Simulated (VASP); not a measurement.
Set up this calculation in VASP 6.6.1, as the native input.

```yaml
Task: single point
Functional: PBEsol
Dispersion: D3(BJ)
Potentials_or_basis: VASP PAW PBE potentials, release 64 (In_d, Se)
Cutoff: 520 eV
k_mesh: 12 × 12 × 12
Occupations: gaussian, width 0.15 eV
Spin: no spin polarisation
Dipole_correction: no
Further_INCAR_settings: ALGO = Normal; EDIFF = 1e-06; NBANDS = 30
```

The structure of In3Se lies in POSCAR:

```
In3Se
1.0
    5.2962899919      0.0000000000      0.0000000000
    0.0000000000      5.2962899919      0.0000000000
    0.0000000000      0.0000000000      3.4425884947
In Se
3 1
Direct
    0.0000000000      0.5000000000      0.5000000000
    0.5000000000      0.0000000000      0.5000000000
    0.5000000000      0.5000000000      0.0000000000
    0.0000000000      0.0000000000      0.0000000000
```

This cell differs from its parent crystal: ratio of the length along z to the lengths across it x 0.65, volume and fractional coordinates fixed.

These files were run (other wordings do the same):

INCAR

```
SYSTEM = In3Se
PREC     = Accurate       ! precision mode
ENCUT    = 520            ! plane-wave cutoff, eV
EDIFF    = 1E-6           ! SCF threshold, eV
ISMEAR   = 0              ! smearing method
SIGMA    = 0.15           ! smearing width, eV
LREAL    = .False.        ! projectors in reciprocal space
LASPH    = .True.         ! aspherical terms in the spheres
NELM     = 80             ! most SCF steps
ALGO     = Normal         ! electronic algorithm
ISIF     = 2              ! what is computed and relaxed
LWAVE    = .False.        ! write WAVECAR
LCHARG   = .False.        ! write CHGCAR
GGA      = PS             ! functional
IVDW     = 12             ! dispersion correction
NBANDS   = 30             ! bands
```

KPOINTS

```
regular mesh
0
Gamma
  12 12 12
  0 0 0
```

Potentials or basis: VASP PAW PBE potentials, release 64 (In_d, Se).

The run is started by

```sh
$ cat potpaw_PBE.64/In_d/POTCAR potpaw_PBE.64/Se/POTCAR > POTCAR
$ mpirun -np 1 vasp_std > vasp.out
```

It gave:

The pressure is -1.8 GPa, the band gap on the k mesh is zero (an odd number of electrons rules out a gap without spin polarisation) and the dispersion energy per atom is -0.370 eV.

Caveat: the PAW data sets were made with another functional, which shifts forces and pressure a little; spin-orbit coupling is left out, which moves the levels of the heavy elements.

It took 10 min on 1 thread of Intel Xeon 8259CL, on a shared host, peak memory 0.55 GiB.
